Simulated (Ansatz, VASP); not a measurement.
# Two plane-wave programs on Si3O

INCAR

```
SYSTEM = Si3O
ALGO = Normal
EDIFF = 1E-6
EDIFFG = -0.005
ENCUT = 600
GGA = PS
IBRION = 2
ISIF = 3
ISMEAR = 0
LASPH = .TRUE.
LCHARG = .FALSE.
LREAL = .FALSE.
LWAVE = .FALSE.
NELM = 100
NSW = 100
PREC = Accurate
SIGMA = 0.1
```

KPOINTS

```
k-points
0
G
  6 6 10
  0 0 0
```

Contents of POSCAR:

```
Si3O
1.0
    6.0478981866      0.0000000000      0.0000000000
   -3.0239490933      5.2376334691      0.0000000000
    0.0000000000      0.0000000000      3.4344199719
Si O
6 2
Direct
    0.3477613567      0.0000000000      0.0000000000
    0.3477613567      0.3477613567      0.5000000000
    0.0000000000      0.3477613567      0.0000000000
    0.6522386433      0.0000000000      0.5000000000
    0.6522386433      0.6522386433      0.0000000000
    0.0000000000      0.6522386433      0.5000000000
    0.3333333333      0.6666666667      0.2500000000
    0.6666666667      0.3333333333      0.7500000000
```

Input for Ansatz:

```yaml
crystal:
  lattice:
    - [6.0478982736, 0.0, 0.0]
    - [-3.0239491367, 5.2376335444, 0.0]
    - [0.0, 0.0, 3.4344198565]
  atoms:
    - { symbol: Si, position: [0.3477613563, 0.0, 0.0] }
    - { symbol: Si, position: [0.3477613563, 0.3477613563, 0.5] }
    - { symbol: Si, position: [0.0, 0.3477613563, 0.0] }
    - { symbol: Si, position: [0.6522386437, 0.0, 0.5] }
    - { symbol: Si, position: [0.6522386437, 0.6522386437, 0.0] }
    - { symbol: Si, position: [0.0, 0.6522386437, 0.5] }
    - { symbol: O, position: [0.3333333333, 0.6666666667, 0.25] }
    - { symbol: O, position: [0.6666666667, 0.3333333333, 0.75] }
basis:
  ecutwfc: 420
kpoints:
  mp_grid: { grid: [6, 6, 10] }
hamiltonian:
  xc: pbesol
scf:
  occupations: { method: gaussian, width: 0.1 }
output:
  forces: true
  stress: true
  eigenvalues: true
  write_density: true
  write_potential: true
  elf: true
  volumetric_format: npy
relax:
  adjacent_minimum: "off"
  f_tol: 0.005
  max_steps: 80
  cell: { stress_tol: 0.05 }
```

Alike in both runs: task relaxation of cell and atoms; functional PBEsol; k mesh 6 × 6 × 10; occupations gaussian, width 0.1 eV; no spin polarisation.

```csv
,VASP,Ansatz
version,VASP 6.6.1,Ansatz 0.2.0
potentials or method,"VASP PAW PBE potentials, release 64 (Si, O), cutoff 600 eV","scalar-relativistic, plane waves, PAW"
valence electrons in the cell,36,36
```

Ansatz gave:

| Property | Result |
| --- | --- |
| gap on the k mesh at the Fermi level, each at its own relaxed structure (eV) | none |
| relaxed volume (Å³/atom) | 13.54 |
| relaxed length of the cell vector where the two differ most in proportion (Å) | 3.411 |

Q: Which values does VASP return?

A: gap on the k mesh at the Fermi level, each at its own relaxed structure (eV): none; relaxed volume (Å³/atom): 13.53; relaxed length of the cell vector where the two differ most in proportion (Å): 3.410.

VASP's potentials were made for PBE, not for PBEsol. A gap of «none» marks a metal or a gap that the smearing closes.
